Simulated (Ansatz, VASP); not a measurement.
**Two plane-wave programs on Re**

Contents of POSCAR:

```
Re
1.0
   -1.9031864747      1.5639771042      1.3949229480
    1.5639771042     -1.9031864747      1.3949229480
    3.5277673687      3.5277673687     -2.0161855313
Re
2
Direct
    0.9583993336      0.0416006664      0.0000000000
    0.7916006664      0.2083993336      0.5000000000
```

Contents of INCAR.step1:

```
  PREC = Accurate
  ENCUT = 520
  ISMEAR = -1
  SIGMA = 0.1
  LREAL = False
  LASPH = True
  NELM = 100
  NBANDS = 14
  GGA = PE
  ALGO = Normal
  EDIFF = 1E-4
  LWAVE = True
  LCHARG = False
```

File INCAR.step2:

```
  PREC = Accurate
  ENCUT = 520
  EDIFF = 1E-7
  ISMEAR = -1
  SIGMA = 0.1
  LREAL = False
  LASPH = True
  NELM = 100
  ALGO = Normal
  ISIF = 2
  LWAVE = False
  LCHARG = False
  METAGGA = R2SCAN
  LMIXTAU = True
  NBANDS = 14
  ISTART = 1
```

File KPOINTS:

```
regular mesh
0
Gamma
  17 17 8
```

Input for Ansatz:

```yaml
crystal:
  lattice:
    - [-1.9031864747, 1.5639771042, 1.394922948]
    - [1.5639771042, -1.9031864747, 1.394922948]
    - [3.5277673687, 3.5277673687, -2.0161855313]
  atoms:
    - { symbol: Re, position: [0.9583993336, 0.0416006664, 0.0] }
    - { symbol: Re, position: [0.7916006664, 0.2083993336, 0.5] }
hamiltonian:
  xc: r2scan
  pseudopotentials:
    kind: paw
    azcp:
      Re: "pseudopotentials/Re.paw.azcp"
basis:
  ecutwfc: 500
  fft_grid_basis: typed
kpoints:
  mp_grid: { grid: [17, 17, 8], shift: [0, 0, 0] }
magnetization:
  spin_polarized: false
scf:
  occupations: { method: fermi_dirac, width: 0.1 }
  lower_state_search: "off"
output:
  stress: true
```

Alike in both runs: task single point; functional r2SCAN; k mesh 17 × 17 × 8; occupations fermi-dirac, width 0.1 eV; no spin polarisation.

```csv
,VASP,Ansatz
version,VASP 6.6.1,Ansatz 0.2.0
potentials or method,"VASP PAW PBE potentials, release 64 (Re), cutoff 520 eV","plane waves (500 eV) with PAW, scalar-relativistic"
valence electrons in the cell,14,30
```

```tsv
	VASP	Ansatz	Ansatz less VASP
pressure (GPa)	-25.5	-25.1	+0.41
traceless stress, the component that is largest in VASP (GPa)	-0.07	-0.01	+0.067
```

VASP's potentials were made for PBE, not for r2SCAN. VASP's potentials hold 14 valence electrons a cell and Ansatz's 30, so a difference there can come from the potentials and not from the codes.

Neither program's run includes spin-orbit coupling.
